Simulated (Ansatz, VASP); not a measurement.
**Ca: VASP beside Ansatz**

```
CELL_PARAMETERS angstrom
0.00000 2.68285 2.68285
2.68285 0.00000 2.68285
2.68285 2.68285 0.00000
ATOMIC_POSITIONS crystal
Ca 0.00000 0.00000 0.00000
```

Alike in both runs: task single point; functional PBEsol; k mesh 14 × 14 × 14; occupations gaussian, width 0.1 eV; no spin polarisation.

```csv
,VASP,Ansatz
version,VASP 6.6.1,Ansatz 0.2.0
potentials or method,"VASP PAW PBE potentials, release 64 (Ca_sv), cutoff 520 eV","scalar-relativistic, plane waves, PAW"
valence electrons in the cell,10,10
```

Ansatz gave:

| Property | Result |
| --- | --- |
| gap on the k mesh at the Fermi level (eV) | none |
| pressure (GPa) | 1.0 |

Task: Estimate VASP's values.

Result: gap on the k mesh at the Fermi level (eV): none; pressure (GPa): 0.9.

VASP's potentials were made for PBE, not for PBEsol. A gap of «none» marks a metal or a gap that the smearing closes.
